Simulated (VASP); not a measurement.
# Cd4Se3S (P1) in VASP: relaxation of cell and atoms with PBE

Aim: the relaxation of cell and atoms of Cd4Se3S with PBE.

Program: VASP 6.6.1. These are calculated values, not measurements. Logs are shortened: lines on timing, memory, paths and dates and some standing lists are left out, and cuts for length are marked.

### Step 1. The cell of the first run

The typed cell holds 8 atoms: a = 6.366 Å, b = 6.208 Å, c = 5.953 Å, α = 91.37°, β = 89.92°, γ = 88.69°.

### Step 2. Relaxation of cell and atoms, PBE

Input file INCAR:

```
SYSTEM = Cd4Se3S
ALGO     = Normal         ! electronic algorithm
EDIFF    = 1E-7           ! SCF threshold, eV
EDIFFG   = -0.025         ! ionic threshold
ENCUT    = 600            ! plane-wave cutoff, eV
GGA      = PE             ! functional
IBRION   = 2              ! ionic algorithm
ISIF     = 3              ! what is computed and relaxed
ISMEAR   = 0              ! smearing method
LASPH    = .TRUE.         ! aspherical terms in the spheres
LCHARG   = .FALSE.        ! write CHGCAR
LREAL    = .FALSE.        ! projectors in reciprocal space
LWAVE    = .FALSE.        ! write WAVECAR
NELM     = 80             ! most SCF steps
NSW      = 80             ! ionic steps
PREC     = Accurate       ! precision mode
SIGMA    = 0.1            ! smearing width, eV
```

Input file KPOINTS:

```
k-points
0
G
  2 2 2
  0 0 0
```

Input file POSCAR:

```
Cd4Se3S
1.0
    6.3652909685      0.0717097217      0.0048650279
    0.0717097217      6.2072620803     -0.0725789291
    0.0048650279     -0.0725789291      5.9524097543
Cd Se S
4 3 1
Direct
    0.7522568073      0.7695452286      0.2613657936
    0.7572526172      0.2452553347      0.7372146591
    0.2478801647      0.7449043928      0.7591687240
    0.2363521834      0.2204600905      0.2400286733
    0.0091538910      0.5038494022      0.5140426250
    0.4880943362      0.0159932055      0.4979151368
    0.4900118715      0.5167433404     -0.0087984507
    0.0189981286     -0.0167509947     -0.0009371613
```

Potentials or basis: VASP PAW PBE potentials, release 64 (Cd, Se, S).

The run is started by

```
> cat potpaw_PBE.64/Cd/POTCAR potpaw_PBE.64/Se/POTCAR potpaw_PBE.64/S/POTCAR > POTCAR
> mpirun -np 1 vasp_std > vasp.out
```

OUTCAR:

```text
SYSTEM = Cd4Se3S
   EDIFF = 1E-7
   EDIFFG = -0.025
   ENCUT = 600
   GGA = PE
   IBRION = 2
   ISIF = 3
   ISMEAR = 0
   LASPH = .TRUE.
   LREAL = .FALSE.
   NELM = 80
   NSW = 80
   PREC = Accurate

 ion  position               nearest neighbor table
   1  0.752  0.770  0.261-   6 2.63   8 2.70   5 2.77   7 2.80
   2  0.757  0.245  0.737-   6 2.65   5 2.67   7 2.79   8 2.80
   3  0.248  0.745  0.759-   8 2.48   7 2.51   5 2.59   6 2.80
   4  0.236  0.220  0.240-   8 2.48   6 2.56   5 2.75   7 2.91
   5  0.009  0.504  0.514-   3 2.59   2 2.67   4 2.75   1 2.77
   6  0.488  0.016  0.498-   4 2.56   1 2.63   2 2.65   3 2.80
   7  0.490  0.517  0.991-   3 2.51   2 2.79   1 2.80   4 2.91
   8  0.019  0.983  0.999-   4 2.48   3 2.48   1 2.70   2 2.80

  LATTYP: Found a triclinic cell.
 ALAT       =    10.7073148691
 B/A-ratio  =     0.5945184973
 C/A-ratio  =     0.5559614416
 COS(alpha) =     0.0014440611
 COS(beta)  =     0.5429793639
 COS(gamma) =     0.6085435746

  Lattice vectors:

 A1 = (  -6.4418657181,  -6.2063928729,  -5.8846958531)
 A2 = (  -6.3652909685,  -0.0717097217,  -0.0048650279)
 A3 = (  -0.0048650279,   0.0725789291,  -5.9524097543)

Analysis of symmetry for initial positions (statically):
=====================================================================
 Subroutine PRICEL returns:
 Original cell was already a primitive cell.

 Routine SETGRP: Setting up the symmetry group for a
 triclinic supercell.

 Subroutine GETGRP returns: Found  1 space group operations
 (whereof  1 operations were pure point group operations)
 out of a pool of  2 trial point group operations.

The static configuration has the point symmetry C_1 .

Analysis of symmetry for dynamics (positions and initial velocities):
=====================================================================
 Subroutine PRICEL returns:
 Original cell was already a primitive cell.

 Routine SETGRP: Setting up the symmetry group for a
 triclinic supercell.

 Subroutine GETGRP returns: Found  1 space group operations
 (whereof  1 operations were pure point group operations)
 out of a pool of  2 trial point group operations.

The dynamic configuration has the point symmetry C_1 .

 Subroutine INISYM returns: Found  1 space group operations
 (whereof  1 operations are pure point group operations),
 and found     1 'primitive' translations

----------------------------------------------------------------------------------------

                                     Primitive cell
[... 90 lines left out ...]
   IBRION =      2    ionic relax: 0-MD 1-quasi-New 2-CG
   NFREE  =      1    steps in history (QN), initial steepest desc. (CG)
   ISIF   =      3    stress and relaxation
   ISYM   =      2    0-nonsym 1-usesym 2-fastsym
   POTIM  = 0.5000    time-step for ionic-motion
   TEBEG  =    0.0;   TEEND  =   0.0 temperature during run
   PSTRESS=    0.0 pullay stress
   NELECT =      72.0000    total number of electrons
   NUPDOWN=      -1.0000    fix difference up-down
   EMIN   =  10.00;   EMAX   =-10.00  energy-range for DOS
   EFERMI =   0.00;   METHOD = LEGACY
   ISMEAR =     0;   SIGMA  =   0.10  broadening in eV -4-tet -1-fermi 0-gaus
   EFERMI_NEDOS =   21; number of points for ismear=-14 and -15
   IALGO  =     38    algorithm
   IMIX   =      4    mixing-type and parameters
     AMIX     =   0.40;   BMIX     =  1.00
     AMIX_MAG =   1.60;   BMIX_MAG =  1.00
  volume/ion in A,a.u.               =      29.39       198.33
  Fermi-wavevector in a.u.,A,eV,Ry     =   1.103456  2.085229 16.566649  1.217614
  Thomas-Fermi vector in A             =   2.239914
   LORBIT       =      0    0 simple, 1 ext, 2 COOP (PROOUT), +10 PAW based schemes
   GGA     = PE    functional components
   LHFCALC =     F    Hartree Fock is set to
   AEXX    =    0.0000 exact exchange contribution
   IVDW    =     0    specifies the selected vdW correction
   LEPSILON=     F    determine dielectric tensor
   LRPA    =     F    only Hartree local field effects (RPA)
 conjugate gradient relaxation of ions
 non-spin polarized calculation
 Gauss-broadening in eV      SIGMA  =   0.10
  energy-cutoff  :      600.00
  volume of cell :      235.12
 maximum number of plane-waves:      7870
 NGX is ok and might be reduce to    54
   NGX = 25   NGY = 25   NGZ = 23

--------------------------------------- Ionic step        1  -------------------------------------------

 number of electron      72.0000008 magnetization

 Free energy of the ion-electron system (eV)
  ---------------------------------------------------
  ext. energy  EPLUGINS =         0.00000000
  ---------------------------------------------------
  free energy    TOTEN  =       -21.92520523 eV

  energy without entropy =      -21.92497564  energy(sigma->0) =      -21.92509043

------------------------ aborting loop because EDIFF is reached ----------------------------------------

  FORCE on cell =-STRESS in cart. coord.  units (eV):
  Direction    XX          YY          ZZ          XY          YZ          ZX
  --------------------------------------------------------------------------------------
  -------------------------------------------------------------------------------------
  Total       -0.3468404     -0.0033913      1.2790242     -1.2401904      1.2225136      1.6654086
  in kB       -2.3634582     -0.0231094      8.7155946     -8.4509708      8.3305168     11.3485151
  external PRESSURE =       2.1096756 kB  Pullay stress =       0.0000000 kB
[... 107 lines left out ...]
  FREE ENERGIE OF THE ION-ELECTRON SYSTEM (eV)
  ---------------------------------------------------
  free  energy   TOTEN  =       -22.2967633577 eV

  energy  without entropy=      -22.2966080222  energy(sigma->0) =      -22.29668569

[... ionic steps 4 to 15 ...]

--------------------------------------- Ionic step       16  -------------------------------------------

 number of electron      72.0000011 magnetization

------------------------ aborting loop because EDIFF is reached ----------------------------------------
[... 79 lines left out ...]
--------------------------------------- Ionic step       18  -------------------------------------------

 number of electron      72.0000018 magnetization

 Free energy of the ion-electron system (eV)
  ---------------------------------------------------
  ext. energy  EPLUGINS =         0.00000000
  ---------------------------------------------------
  free energy    TOTEN  =       -22.41442234 eV

  energy without entropy =      -22.41441455  energy(sigma->0) =      -22.41441844

 E-fermi :   0.8942     XC(G=0):  -8.6635

 val. band max:        0.6031051850   @ k =   0.0000   0.0000   0.0000
 cond. band min:       1.1686181229   @ k =   0.0000   0.0000   0.0000
 fundamental gap:      0.5655129379
 Fermi energy:         0.8941880108

 k-point     1 :       0.0000    0.0000    0.0000
  band No.  band energies     occupation
      1     -11.6150      2.00000
      2     -11.1880      2.00000
      3     -11.1847      2.00000
      4     -11.1445      2.00000
      5      -7.1484      2.00000
      6      -7.1469      2.00000
[... 392 lines left out ...]
  FREE ENERGIE OF THE ION-ELECTRON SYSTEM (eV)
  ---------------------------------------------------
  free  energy   TOTEN  =       -22.4144223353 eV

  energy  without entropy=      -22.4144145475  energy(sigma->0) =      -22.41441844

 reached required accuracy - stopping structural energy minimisation
```

CONTCAR:

```text
Cd4Se3S
   1.00000000000000
     6.1420084167144990    0.0008365410287643    0.0011743068219639
     0.0004055406074788    6.1401914075299588    0.0032650422492144
    -0.0043384117939735   -0.0003116374589429    6.1476887094399473
  Cd              Se              S
     4     3     1
Direct
     0.7556739674814680    0.7564409332807254    0.2448891610940365
     0.7561984215328635    0.2443747621637656    0.7559618783770999
     0.2446782866717931    0.7551639495853938    0.7560311599061084
     0.2434685538821089    0.2435022239314475    0.2430182965868969
     0.0003353770193147    0.4999966975041507    0.4998487120076776
     0.4996301861013356    0.0007297131917665    0.5001094030098011
     0.5003619934938474    0.5001055452068023    0.0006230870574121
     0.9996532137172741    0.9996861751359482    0.9995183017609708

  0.00000000E+00  0.00000000E+00  0.00000000E+00
  0.00000000E+00  0.00000000E+00  0.00000000E+00
  0.00000000E+00  0.00000000E+00  0.00000000E+00
  0.00000000E+00  0.00000000E+00  0.00000000E+00
  0.00000000E+00  0.00000000E+00  0.00000000E+00
  0.00000000E+00  0.00000000E+00  0.00000000E+00
  0.00000000E+00  0.00000000E+00  0.00000000E+00
  0.00000000E+00  0.00000000E+00  0.00000000E+00
```

Run time: 35 min. Hardware: 1 thread of Intel Xeon 8259CL, shared host; peak memory 0.42 GiB.

Results:

```
Free energy                           : -22.4144 eV
Relaxed volume                        : 28.98 Å³/atom
Relaxed cell                          : a = 6.142 Å, b = 6.140 Å, c = 6.148 Å, α = 89.97°, β = 90.03°, γ = 89.99°
Space group after relaxing (to 0.1 Å) : P-43m (No. 215)
Energy gained by relaxing             : 61.2 meV/atom
Ionic steps                           : 18
Pressure after relaxing               : 0.0 GPa
Largest force after relaxing          : 0.017 eV/Å
Band gap on the k mesh                : 0.57 eV
```

Forces on the atoms (eV/Å):
```
Cd   0.004  0.006 -0.002
Cd  -0.006  0.005 -0.003
Cd  -0.006  0.016 -0.003
Cd  -0.002  0.008  0.008
Se   0.000 -0.005 -0.003
Se   0.002 -0.010  0.005
Se   0.002 -0.008 -0.005
S    0.006 -0.012  0.003
```

The path:
```tsv
step	energy change (eV)	largest force (eV/Å)	pressure (GPa)	volume (Å³)
1	0.0000	1.5579	0.21	235.12
2	-0.3042	0.6947	-0.68	236.38
3	-0.3716	0.4804	-0.95	237.30
4	-0.4556	0.2389	0.18	230.78
5	-0.4601	0.1709	0.54	229.02
6	-0.4750	0.1136	-0.05	231.86
7	-0.4751	0.1174	-0.08	232.01
8	-0.4798	0.0637	-0.06	231.96
9	-0.4828	0.0806	-0.03	231.86
10	-0.4845	0.0609	0.04	231.51
11	-0.4852	0.0435	0.14	231.05
12	-0.4860	0.0404	-0.06	232.00
13	-0.4860	0.0407	-0.06	232.03
14	-0.4868	0.0383	-0.04	231.96
15	-0.4879	0.0489	0.01	231.76
16	-0.4886	0.0314	0.01	231.74
17	-0.4889	0.0307	0.02	231.72
18	-0.4892	0.0171	-0.01	231.85
```

Final structure:
```cif
data_structure
_symmetry_space_group_name_H-M 'P 1'
_symmetry_Int_Tables_number 1
_cell_length_a 6.1420
_cell_length_b 6.1402
_cell_length_c 6.1477
_cell_angle_alpha 89.972
_cell_angle_beta 90.029
_cell_angle_gamma 89.988
_cell_volume 231.85
loop_
_atom_site_label
_atom_site_type_symbol
_atom_site_fract_x
_atom_site_fract_y
_atom_site_fract_z
_atom_site_occupancy
Cd1 Cd 0.75567 0.75644 0.24489 1
Cd2 Cd 0.75620 0.24437 0.75596 1
Cd3 Cd 0.24468 0.75516 0.75603 1
Cd4 Cd 0.24347 0.24350 0.24302 1
Se1 Se 0.00034 0.50000 0.49985 1
Se2 Se 0.49963 0.00073 0.50011 1
Se3 Se 0.50036 0.50011 0.00062 1
S1 S 0.99965 0.99969 0.99952 1
```

Levels at points of the mesh, in eV from the valence-band top:
```tsv
k point	band 33	band 34	band 35	band 36	band 37	band 38	band 39	band 40
(0.00, 0.00, 0.00)	-1.60	0.00	0.00	0.00	0.57	3.20	3.21	3.50
(0.50, 0.00, 0.00)	-1.05	-1.05	-0.81	-0.81	3.12	3.20	4.32	4.39
(0.00, 0.50, 0.00)	-1.05	-1.05	-0.81	-0.81	3.12	3.20	4.32	4.38
(0.50, 0.50, 0.00)	-0.84	-0.83	-0.62	-0.52	3.62	3.63	3.71	3.71
(0.00, 0.00, 0.50)	-1.05	-1.05	-0.80	-0.80	3.12	3.20	4.32	4.39
(0.50, 0.00, 0.50)	-0.84	-0.84	-0.63	-0.53	3.62	3.63	3.71	3.71
(0.00, 0.50, 0.50)	-0.84	-0.84	-0.63	-0.52	3.62	3.63	3.70	3.71
(0.50, 0.50, 0.50)	-0.60	-0.59	-0.51	-0.50	2.28	2.46	2.47	2.47
```

Caveat: the k points lie up to 0.51 Å⁻¹ apart in the final cell.
